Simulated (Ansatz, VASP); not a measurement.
## Two plane-wave programs on Ta2N

```
Ta N
1.0
     2.92468    0.00000    0.00000
    -1.46234    2.53285    0.00000
     0.00000    0.00000    5.06442
Ta N
2 1
Direct
  0.66667 0.33333 0.74626
  0.33333 0.66667 0.25374
  0.00000 0.00000 0.00000
```

Change from the starting cell: strain -0.050 along x and y, +0.050 along z, atoms carried along.

Alike in both runs: task single point; functional PBEsol; k mesh 18 × 18 × 10; occupations gaussian, width 0.15 eV; no spin polarisation.

|  | VASP | Ansatz |
| --- | --- | --- |
| version | VASP 6.6.1 | Ansatz 0.2.0 |
| potentials or method | VASP PAW PBE potentials, release 64 (Ta_pv, N), cutoff 520 eV | scalar-relativistic, plane waves, PAW |
| valence electrons in the cell | 27 | 31 |

|  | VASP | Ansatz | Ansatz less VASP |
| --- | --- | --- | --- |
| gap on the k mesh at the Fermi level (eV) | none | none | - |
| pressure (GPa) | 20.2 | 19.4 | -0.80 |
| traceless stress, the component that is largest in VASP (GPa) | -15.55 | -15.55 | +0.002 |
| rms of the force components (eV/Å) | 0.600 | 0.568 | -0.0315 |

VASP's potentials were made for PBE, not for PBEsol. Atom by atom the forces differ by 0.032 eV/Å (rms over components). A gap of «none» marks a metal or a gap that the smearing closes. VASP's potentials hold 27 valence electrons a cell and Ansatz's 31, so a difference there can come from the potentials and not from the codes.

Spin-orbit coupling is off throughout.
